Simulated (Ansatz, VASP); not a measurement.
## GaN in VASP and in Ansatz

File INCAR:

```
SYSTEM = GaN
ALGO     = Normal         ! electronic algorithm
EDIFF    = 1E-6           ! SCF threshold, eV
ENCUT    = 520            ! plane-wave cutoff, eV
GGA      = PE             ! functional
ISIF     = 2              ! what is computed and relaxed
ISMEAR   = 0              ! smearing method
LASPH    = .True.         ! aspherical terms in the spheres
LCHARG   = .False.        ! write CHGCAR
LREAL    = .False.        ! projectors in reciprocal space
LWAVE    = .False.        ! write WAVECAR
NBANDS   = 16             ! bands
NELM     = 60             ! most SCF steps
PREC     = Accurate       ! precision mode
SIGMA    = 0.1            ! smearing width, eV
```

The input KPOINTS:

```
k-points
0
Gamma
  6 6 6
  0 0 0
```

The input POSCAR:

```
GaN
1.0
    0.0000000000      2.2535007000      2.2535007000
    2.2535007000      0.0000000000      2.2535007000
    2.2535007000      2.2535007000      0.0000000000
Ga N
1 1
Direct
    0.0000000000      0.0000000000      0.0000000000
    0.2500000000      0.2500000000      0.2500000000
```

Input for Ansatz:

```yaml
crystal:
  lattice:
    - [0.0, 2.2535007, 2.2535007]
    - [2.2535007, 0.0, 2.2535007]
    - [2.2535007, 2.2535007, 0.0]
  atoms:
    - { symbol: Ga, position: [0.0, 0.0, 0.0] }
    - { symbol: "N", position: [0.25, 0.25, 0.25] }
basis:
  ecutwfc: 420
kpoints:
  mp_grid: { grid: [6, 6, 6] }
hamiltonian:
  xc: pbe
scf:
  occupations: { method: gaussian, width: 0.1 }
  lower_state_search: "off"
output:
  forces: true
  stress: true
  eigenvalues: true
```

Alike in both runs: task single point; functional PBE; k mesh 6 × 6 × 6; occupations gaussian, width 0.1 eV; no spin polarisation.

|  | VASP | Ansatz |
| --- | --- | --- |
| version | VASP 6.6.1 | Ansatz 0.2.0 |
| potentials or method | VASP PAW PBE potentials, release 64 (Ga_d, N), cutoff 520 eV | scalar-relativistic, plane waves, PAW |
| valence electrons in the cell | 18 | 18 |

Ansatz gave:

```
gap on the k mesh at the Fermi level (eV) : 1.71
least direct gap on the mesh (eV)         : 1.71
pressure (GPa)                            : 5.0
```

Question: Estimate VASP's values.

Answer: gap on the k mesh at the Fermi level (eV): 1.72; least direct gap on the mesh (eV): 1.72; pressure (GPa): 5.0.
